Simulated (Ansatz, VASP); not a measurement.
# One calculation of Au, two programs

```xyz
2
Lattice="2.9000 0.0000 0.0000 -1.4500 2.5115 0.0000 0.0000 0.0000 4.8312" Properties=species:S:1:pos:R:3 pbc="T T T"
Au    0.0000    1.6743    3.6234
Au    1.4500    0.8372    1.2078
```

Change from the starting cell: zz strain of -1 %.

Alike in both runs: task single point; functional PBEsol; k mesh 14 × 14 × 8; occupations fermi-dirac, width 0.03 eV; no spin polarisation.

```csv
,VASP,Ansatz
version,VASP 6.6.1,Ansatz 0.2.0
potentials or method,"VASP PAW PBE potentials, release 64 (Au), cutoff 520 eV","all-electron LAPW, scalar-relativistic"
```

|  | VASP | Ansatz | Ansatz less VASP |
| --- | --- | --- | --- |
| pressure (GPa) | -5.3 | -5.1 | +0.21 |

VASP's potentials were made for PBE, not for PBEsol. Ansatz ran all-electron here, and VASP with PAW potentials.

Neither program's run includes spin-orbit coupling.
